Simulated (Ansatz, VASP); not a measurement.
# One calculation of Zn, two programs

```xyz
2
Lattice="2.5959 0.0000 0.0000 -1.2980 2.2481 0.0000 0.0000 0.0000 4.9816" Properties=species:S:1:pos:R:3 pbc="T T T"
Zn    0.0000    1.4987    1.2454
Zn    1.2980    0.7494    3.7362
```

Alike in both runs: functional r2SCAN; k mesh 18 × 18 × 10; occupations gaussian, width 0.1 eV; no spin polarisation.

Ansatz relaxed the structure, and its values are those at the end. VASP's run is a single point on that final structure, the one shown.

```csv
,VASP,Ansatz
version,VASP 6.6.1,Ansatz 0.2.0
potentials or method,"VASP PAW PBE potentials, release 64 (Zn), cutoff 520 eV","scalar-relativistic, plane waves, PAW"
valence electrons in the cell,24,24
```

|  | VASP | Ansatz | Ansatz less VASP |
| --- | --- | --- | --- |
| gap on the k mesh at the Fermi level (eV) | none | none | - |
| pressure (GPa) | 0.5 | 0.0 | -0.50 |

VASP's potentials were made for PBE, not for r2SCAN. A gap of «none» marks a metal or a gap that the smearing closes.
